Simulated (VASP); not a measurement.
# Mg7Se (Im-3m) in VASP: further runs

Runs on Mg7Se. Level: PBE. Tasks: single point, relaxation of cell and atoms.

Program: VASP 6.6.1. These are calculated values, not measurements. Logs are shortened: lines on timing, memory, paths and dates and some standing lists are left out, and cuts for length are marked.

## Step 1: The cell of the first run

Symmetry: Im-3m, No. 229, cubic system. The conventional cell has a = 7.112 Å, b = 7.112 Å, c = 7.112 Å, α = 90.00°, β = 90.00°, γ = 90.00°. Mg (site symmetry 4/mmm) has 12 Mg at 3.08 to 3.56 Å and 2 Se at 3.56 Å within 4.1 Å. Within 4.1 Å of Mg (site symmetry -3m) lie 12 Mg at 3.08 to 3.56 Å and 2 Se at 3.08 Å. Within 4.1 Å of Se (site symmetry m-3m) lie 14 Mg at 3.08 to 3.56 Å.

## Step 2: Single point, PBE

Input file INCAR:

```
SYSTEM = Mg7Se
ALGO     = Normal         ! electronic algorithm
EDIFF    = 1E-7           ! SCF threshold, eV
ENCUT    = 520            ! plane-wave cutoff, eV
GGA      = PE             ! functional
ISIF     = 2              ! what is computed and relaxed
ISMEAR   = 0              ! smearing method
LASPH    = .TRUE.         ! aspherical terms in the spheres
LCHARG   = .FALSE.        ! write CHGCAR
LREAL    = .FALSE.        ! projectors in reciprocal space
LWAVE    = .FALSE.        ! write WAVECAR
NBANDS   = 20             ! bands
NELM     = 60             ! most SCF steps
PREC     = Accurate       ! precision mode
SIGMA    = 0.2            ! smearing width, eV
```

Input file KPOINTS:

```
k-points
0
G
  4 4 4
  0 0 0
```

Input file POSCAR:

```
Mg7Se
1.0
   -3.5561109606      3.5561109606      3.5561109606
    3.5561109606     -3.5561109606      3.5561109606
    3.5561109606      3.5561109606     -3.5561109606
Mg Se
7 1
Direct
    0.0000000000      0.5000000000      0.5000000000
    0.5000000000      0.5000000000      0.5000000000
    0.5000000000      0.0000000000      0.5000000000
    0.0000000000      0.5000000000      0.0000000000
    0.5000000000      0.5000000000      0.0000000000
    0.5000000000      0.0000000000      0.0000000000
    0.0000000000      0.0000000000      0.5000000000
    0.0000000000      0.0000000000      0.0000000000
```

Potentials or basis: VASP PAW PBE potentials, release 64 (Mg, Se).

Run with:

```bash
$ cat potpaw_PBE.64/Mg/POTCAR potpaw_PBE.64/Se/POTCAR > POTCAR
$ mpirun -np 1 vasp_std > vasp.out
```

OUTCAR:

```text
SYSTEM = Mg7Se
   EDIFF = 1E-7
   ENCUT = 520
   GGA = PE
   ISIF = 2
   ISMEAR = 0
   LASPH = .TRUE.
   LREAL = .FALSE.
   NELM = 60
   PREC = Accurate

 ion  position               nearest neighbor table
   1  0.000  0.500  0.500-   2 3.08   4 3.08   6 3.08   7 3.08   4 3.08   7 3.08   2 3.08   6 3.08
                             3 3.56   5 3.56   3 3.56   5 3.56
   2  0.500  0.500  0.500-   1 3.08   3 3.08   5 3.08   8 3.08   5 3.08   3 3.08   1 3.08   8 3.08
                             7 3.56   6 3.56   4 3.56   4 3.56   7 3.56   6 3.56
   3  0.500  0.000  0.500-   2 3.08   4 3.08   6 3.08   7 3.08   6 3.08   2 3.08   7 3.08   4 3.08
                             5 3.56   1 3.56   1 3.56   5 3.56
   4  0.000  0.500  0.000-   1 3.08   3 3.08   5 3.08   8 3.08   1 3.08   8 3.08   5 3.08   3 3.08
                             7 3.56   7 3.56   2 3.56   2 3.56   6 3.56   6 3.56
   5  0.500  0.500  0.000-   2 3.08   4 3.08   6 3.08   7 3.08   2 3.08   6 3.08   4 3.08   7 3.08
                             3 3.56   3 3.56   1 3.56   1 3.56
   6  0.500  0.000  0.000-   1 3.08   3 3.08   5 3.08   8 3.08   3 3.08   5 3.08   8 3.08   1 3.08
                             7 3.56   2 3.56   4 3.56   7 3.56   4 3.56   2 3.56
   7  0.000  0.000  0.500-   1 3.08   3 3.08   5 3.08   8 3.08   8 3.08   1 3.08   3 3.08   5 3.08
                             6 3.56   4 3.56   4 3.56   6 3.56   2 3.56   2 3.56
   8  0.000  0.000  0.000-   2 3.08   4 3.08   6 3.08   7 3.08   7 3.08   4 3.08   6 3.08   2 3.08

  LATTYP: Found a body centered cubic cell.
 ALAT       =     7.1122219212

  Lattice vectors:

 A1 = (  -3.5561109606,   3.5561109606,   3.5561109606)
 A2 = (   3.5561109606,  -3.5561109606,   3.5561109606)
 A3 = (   3.5561109606,   3.5561109606,  -3.5561109606)

Analysis of symmetry for initial positions (statically):
=====================================================================
 Subroutine PRICEL returns:
 Original cell was already a primitive cell.

 Routine SETGRP: Setting up the symmetry group for a
 body centered cubic supercell.

 Subroutine GETGRP returns: Found 48 space group operations
 (whereof 48 operations were pure point group operations)
 out of a pool of 48 trial point group operations.

The static configuration has the point symmetry O_h .

Analysis of symmetry for dynamics (positions and initial velocities):
=====================================================================
 Subroutine PRICEL returns:
 Original cell was already a primitive cell.

 Routine SETGRP: Setting up the symmetry group for a
 body centered cubic supercell.

 Subroutine GETGRP returns: Found 48 space group operations
 (whereof 48 operations were pure point group operations)
 out of a pool of 48 trial point group operations.

The dynamic configuration has the point symmetry O_h .

 Subroutine INISYM returns: Found 48 space group operations
 (whereof 48 operations are pure point group operations),
 and found     1 'primitive' translations

----------------------------------------------------------------------------------------

                                     Primitive cell

  volume of cell :     179.8813

  direct lattice vectors                    reciprocal lattice vectors
    -3.556110961  3.556110961  3.556110961     0.000000000  0.140603037  0.140603037
     3.556110961 -3.556110961  3.556110961     0.140603037  0.000000000  0.140603037
     3.556110961  3.556110961 -3.556110961     0.140603037  0.140603037  0.000000000

  length of vectors
     6.159364861  6.159364861  6.159364861     0.198842721  0.198842721  0.198842721

  position of ions in fractional coordinates (direct lattice)
     0.000000000  0.500000000  0.500000000
     0.500000000  0.500000000  0.500000000
     0.500000000  0.000000000  0.500000000
     0.000000000  0.500000000  0.000000000
     0.500000000  0.500000000  0.000000000
     0.500000000  0.000000000  0.000000000
     0.000000000  0.000000000  0.500000000
     0.000000000  0.000000000  0.000000000

  ion indices of the primitive-cell ions
   primitive index   ion index
                 1           1
                 2           2
                 3           3
                 4           4
                 5           5
                 6           6
                 7           7
                 8           8

----------------------------------------------------------------------------------------

 KPOINTS: k-points

Automatic generation of k-mesh.
 Grid dimensions read from file:
 generate k-points for:    4    4    4

 Generating k-lattice:

  Cartesian coordinates                     Fractional coordinates (reciprocal lattice)
     0.000000000  0.035150759  0.035150759     0.250000000  0.000000000  0.000000000
     0.035150759  0.000000000  0.035150759     0.000000000  0.250000000  0.000000000
     0.035150759  0.035150759  0.000000000     0.000000000  0.000000000  0.250000000

  Length of vectors
     0.049710680  0.049710680  0.049710680

  Shift w.r.t. Gamma in fractional coordinates (k-lattice)
     0.000000000  0.000000000  0.000000000

 Subroutine IBZKPT returns following result:
 ===========================================

 Found      8 irreducible k-points:

 Following reciprocal coordinates:
            Coordinates               Weight
  0.000000  0.000000  0.000000      1.000000
  0.250000  0.000000  0.000000     12.000000
  0.500000  0.000000  0.000000      6.000000
  0.250000  0.250000  0.000000     24.000000
  0.250000  0.250000  0.250000      2.000000
 -0.250000  0.250000  0.250000      6.000000
  0.500000  0.500000  0.250000     12.000000
  0.500000  0.500000  0.500000      1.000000
   k-points           NKPTS =      8   k-points in BZ     NKDIM =      8   number of bands    NBANDS=     20
   number of dos      NEDOS =    301   number of ions     NIONS =      8
   total plane-waves  NPLWV = 110592
   dimension x,y,z NGX =    48 NGY =   48 NGZ =   48
   dimension x,y,z NGXF=    96 NGYF=   96 NGZF=   96
   ions per type =               7   1
   NGX,Y,Z   is equivalent  to a cutoff of  12.96, 12.96, 12.96 a.u.
   NGXF,Y,Z  is equivalent  to a cutoff of  25.91, 25.91, 25.91 a.u.
 SYSTEM =  Mg7Se
   PREC   = accura    normal or accurate (medium, high low for compatibility)
   ISTART =      0    job   : 0-new  1-cont  2-samecut
   ICHARG =      2    charge: 1-file 2-atom 10-const
   ISPIN  =      1    spin polarized calculation?
   LNONCOLLINEAR =      F non collinear calculations
   LSORBIT =      F    spin-orbit coupling
   LASPH  =      T    aspherical Exc in radial PAW
   ENCUT  =  520.0 eV  38.22 Ry    6.18 a.u.  11.45 11.45 11.45*2*pi/ulx,y,z
   NELM   =     60;   NELMIN=  2; NELMDL= -5     # of ELM steps
   EDIFF  = 0.1E-06   stopping-criterion for ELM
   LREAL  =      F    real-space projection
   EDIFFG = 0.1E-05   stopping-criterion for IOM
   NSW    =      0    number of steps for IOM
   IBRION =     -1    ionic relax: 0-MD 1-quasi-New 2-CG
   NFREE  =      0    steps in history (QN), initial steepest desc. (CG)
   ISIF   =      2    stress and relaxation
   ISYM   =      2    0-nonsym 1-usesym 2-fastsym
   POTIM  = 0.5000    time-step for ionic-motion
   TEBEG  =    0.0;   TEEND  =   0.0 temperature during run
   PSTRESS=    0.0 pullay stress
   NELECT =      20.0000    total number of electrons
   NUPDOWN=      -1.0000    fix difference up-down
   EMIN   =  10.00;   EMAX   =-10.00  energy-range for DOS
   EFERMI =   0.00;   METHOD = LEGACY
   ISMEAR =     0;   SIGMA  =   0.20  broadening in eV -4-tet -1-fermi 0-gaus
   EFERMI_NEDOS =   21; number of points for ismear=-14 and -15
   IALGO  =     38    algorithm
   IMIX   =      4    mixing-type and parameters
     AMIX     =   0.40;   BMIX     =  1.00
     AMIX_MAG =   1.60;   BMIX_MAG =  1.00
  volume/ion in A,a.u.               =      22.49       151.74
  Fermi-wavevector in a.u.,A,eV,Ry     =   0.787208  1.487608  8.431483  0.619697
  Thomas-Fermi vector in A             =   1.891902
   LORBIT       =      0    0 simple, 1 ext, 2 COOP (PROOUT), +10 PAW based schemes
   GGA     = PE    functional components
   LHFCALC =     F    Hartree Fock is set to
   AEXX    =    0.0000 exact exchange contribution
   IVDW    =     0    specifies the selected vdW correction
   LEPSILON=     F    determine dielectric tensor
   LRPA    =     F    only Hartree local field effects (RPA)
 non-spin polarized calculation
 Gauss-broadening in eV      SIGMA  =   0.20
  energy-cutoff  :      520.00
  volume of cell :      179.88
 maximum number of plane-waves:      4904
 NGX is ok and might be reduce to    48
   NGX = 23   NGY = 23   NGZ = 23

 number of electron      20.0000001 magnetization

 Free energy of the ion-electron system (eV)
  ---------------------------------------------------
  ext. energy  EPLUGINS =         0.00000000
  ---------------------------------------------------
  free energy    TOTEN  =       -14.68446496 eV

  energy without entropy =      -14.62907606  energy(sigma->0) =      -14.65677051

 E-fermi :   3.3603     XC(G=0):  -8.7242

 val. band max:        3.2827425902   @ k =   0.2500   0.0000   0.0000
 cond. band min:       3.4823282592   @ k =   0.5000   0.5000   0.2500
 fundamental gap:      0.1995856691
 Fermi energy:         3.3602808692

 k-point     1 :       0.0000    0.0000    0.0000
  band No.  band energies     occupation
      1     -10.1094      2.00000
      2      -2.9381      2.00000
      3      -0.9038      2.00000
      4      -0.9038      2.00000
      5      -0.9038      2.00000
      6       1.5687      2.00000
[... 12 lines left out ...]
     19       7.7430      0.00000
     20       9.1480      0.00000

 k-point     2 :       0.2500    0.0000    0.0000
  band No.  band energies     occupation
      1     -10.0896      2.00000
      2      -2.9683      2.00000
      3      -1.1318      2.00000
      4      -0.9768      2.00000
      5      -0.9529      2.00000
      6       0.5115      2.00000
[... 12 lines left out ...]
     19       8.2964      0.00000
     20       8.3098      0.00000

 k-point     3 :       0.5000    0.0000    0.0000
  band No.  band energies     occupation
      1     -10.0696      2.00000
      2      -2.9333      2.00000
      3      -1.4351      2.00000
      4      -1.3138      2.00000
      5      -1.0602      2.00000
      6       0.4132      2.00000
[... 12 lines left out ...]
     19       7.2567      0.00000
     20       8.0288      0.00000

 k-point     4 :       0.2500    0.2500    0.0000
  band No.  band energies     occupation
      1     -10.0697      2.00000
      2      -2.8208      2.00000
      3      -1.9838      2.00000
      4      -1.1857      2.00000
      5      -0.6145      2.00000
      6       0.3842      2.00000
[... 12 lines left out ...]
     19       7.0546      0.00000
     20       7.0655      0.00000

 k-point     5 :       0.2500    0.2500    0.2500
  band No.  band energies     occupation
      1     -10.0658      2.00000
      2      -2.2791      2.00000
      3      -2.2791      2.00000
      4      -2.2791      2.00000
      5       0.7827      2.00000
      6       0.7827      2.00000
[... 12 lines left out ...]
     19       7.0597      0.00000
     20       8.5394      0.00000

 k-point     6 :      -0.2500    0.2500    0.2500
  band No.  band energies     occupation
      1     -10.0736      2.00000
      2      -2.8566      2.00000
      3      -1.4735      2.00000
      4      -1.4735      2.00000
      5      -0.2907      2.00000
      6      -0.0980      2.00000
[... 12 lines left out ...]
     19       7.6382      0.00000
     20       7.7918      0.00000

 k-point     7 :       0.5000    0.5000    0.2500
  band No.  band energies     occupation
      1     -10.0576      2.00000
      2      -2.6090      2.00000
      3      -1.9233      2.00000
      4      -1.7123      2.00000
      5      -0.3217      2.00000
      6       0.1399      2.00000
[... 12 lines left out ...]
     19       7.3417      0.00000
     20       8.1385      0.00000

 k-point     8 :       0.5000    0.5000    0.5000
  band No.  band energies     occupation
      1     -10.0455      2.00000
      2      -1.9731      2.00000
      3      -1.9731      2.00000
      4      -1.9731      2.00000
      5      -1.0092      2.00000
      6      -1.0092      2.00000
[... 12 lines left out ...]
     19       9.4082      0.00000
     20       9.4082      0.00000

------------------------ aborting loop because EDIFF is reached ----------------------------------------

  FORCE on cell =-STRESS in cart. coord.  units (eV):
  Direction    XX          YY          ZZ          XY          YZ          ZX
  --------------------------------------------------------------------------------------
  -------------------------------------------------------------------------------------
  Total        0.1387873      0.1387873      0.1387873      0.0000000     -0.0000000      0.0000000
  in kB        1.2361590      1.2361590      1.2361590      0.0000000     -0.0000000      0.0000000
  external PRESSURE =       1.2361590 kB  Pullay stress =       0.0000000 kB

 VOLUME and BASIS-vectors are now :
 -----------------------------------------------------------------------------
  energy-cutoff  :      520.00
  volume of cell :      179.88
      direct lattice vectors                 reciprocal lattice vectors
    -3.556110961  3.556110961  3.556110961     0.000000000  0.140603037  0.140603037
     3.556110961 -3.556110961  3.556110961     0.140603037  0.000000000  0.140603037
     3.556110961  3.556110961 -3.556110961     0.140603037  0.140603037  0.000000000

 POSITION                                       TOTAL-FORCE (eV/Angst)
 -----------------------------------------------------------------------------------
      3.55611      0.00000      0.00000        -0.000000      0.000000      0.000000
      1.77806      1.77806      1.77806         0.000000      0.000000     -0.000000
      0.00000      3.55611      0.00000         0.000000     -0.000000      0.000000
      1.77806     -1.77806      1.77806         0.000000      0.000000     -0.000000
      0.00000      0.00000      3.55611        -0.000000     -0.000000      0.000000
     -1.77806      1.77806      1.77806        -0.000000     -0.000000     -0.000000
      1.77806      1.77806     -1.77806        -0.000000     -0.000000      0.000000
      0.00000      0.00000      0.00000        -0.000000      0.000000      0.000000
 -----------------------------------------------------------------------------------
    total drift:                               -0.000000      0.000000      0.000000

  FREE ENERGIE OF THE ION-ELECTRON SYSTEM (eV)
  ---------------------------------------------------
  free  energy   TOTEN  =       -14.6844649583 eV

  energy  without entropy=      -14.6290760573  energy(sigma->0) =      -14.65677051
```

Wall time 24 s (1 thread of Intel Xeon 6975P-C (Granite Rapids), shared host); peak memory 0.31 GiB.

Results:

| Property | Result |
| --- | --- |
| Free energy | -14.6845 eV |
| Pressure | 0.1 GPa |
| Band gap on the k mesh | zero (band 10 reaches 3.60 eV, above the bottom of band 11 at 2.15 eV) |

## Step 3: Single point, PBE

This run uses another cell than the first one, of 22.59 Å³/atom, 1.005 times its volume.

Input file INCAR:

```
SYSTEM = Mg7Se
PREC = Accurate
ENCUT = 520
EDIFF = 1E-6
ISMEAR = 0
SIGMA = 0.1
LREAL = .False.
LASPH = .True.
NELM = 100
ALGO = Normal
ISIF = 2
LWAVE = .False.
LCHARG = .True.
GGA = PE
LELF = .True.
LVHAR = .True.
NBANDS = 20
```

Input file KPOINTS:

```
Automatic mesh
0
Gamma
  6 6 6
  0 0 0
```

Changes to POSCAR since step 2:

```diff
@@ -2,5 +2,5 @@
 1.0
-   -3.5561109606      3.5561109606      3.5561109606
-    3.5561109606     -3.5561109606      3.5561109606
-    3.5561109606      3.5561109606     -3.5561109606
+   -3.5614613605      3.5614613605      3.5614613605
+    3.5614613605     -3.5614613605      3.5614613605
+    3.5614613605      3.5614613605     -3.5614613605
 Mg Se
```

Potentials or basis: VASP PAW PBE potentials, release 64 (Mg, Se).

Run with:

```bash
$ cat potpaw_PBE.64/Mg/POTCAR potpaw_PBE.64/Se/POTCAR > POTCAR
$ mpirun -np 1 vasp_std > vasp.out
```

Run time: 48 s. Hardware: 1 thread of Intel Xeon 6975P-C (Granite Rapids), shared host; peak memory 0.33 GiB.

It converged, with:

* Free energy: -14.6123 eV
* Pressure: -0.1 GPa
* Band gap on the k mesh: zero (band 10 reaches 3.34 eV, above the bottom of band 11 at 2.13 eV)

Levels at points of the mesh, in eV from the Fermi level:
```csv
k point,band 6,band 7,band 8,band 9,band 10,band 11,band 12,band 13,band 14,band 15
"(0.00, 0.00, 0.00)",-1.62,-1.62,-1.62,-1.05,-1.05,-1.05,-1.02,-1.02,1.99,1.99
"(0.50, 0.00, 0.00)",-2.78,-2.10,-1.76,-1.14,-0.27,0.60,0.85,1.55,2.40,2.44
"(0.50, 0.50, 0.50)",-4.20,-1.31,-1.31,-1.31,-0.64,1.06,1.06,1.06,2.97,3.29
```

(Continued in part 2 of 2.)
